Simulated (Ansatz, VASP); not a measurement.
## One calculation of MgZnTe3, two programs

```
Mg Zn Te
1.0
     5.08002    0.00000    0.00000
     0.00000    5.08002    0.00000
     0.00000    0.00000    5.08002
Mg Zn Te
1 1 3
Direct
  0.50000 0.50000 0.50000
  0.00000 0.00000 0.00000
  0.50000 0.50000 0.00000
  0.00000 0.50000 0.50000
  0.50000 0.00000 0.50000
```

Change from the starting cell: species swapped into the Er3InN type (Pm-3m, No. 221).

Alike in both runs: task single point; functional PBE; k mesh 4 × 4 × 4; occupations gaussian, width 0.1 eV; no spin polarisation.

|  | VASP | Ansatz |
| --- | --- | --- |
| version | VASP 6.6.1 | Ansatz 0.2.0 |
| potentials or method | VASP PAW PBE potentials, release 64 (Mg, Zn, Te), cutoff 520 eV | scalar-relativistic, plane waves, PAW |
| valence electrons in the cell | 32 | 70 |

```csv
,VASP,Ansatz,Ansatz less VASP
gap on the k mesh at the Fermi level (eV),none,none,-
pressure (GPa),10.8,10.7,-0.05
```

A gap of «none» marks a metal or a gap that the smearing closes. VASP's potentials hold 32 valence electrons a cell and Ansatz's 70, so a difference there can come from the potentials and not from the codes.

Neither program's run includes spin-orbit coupling.
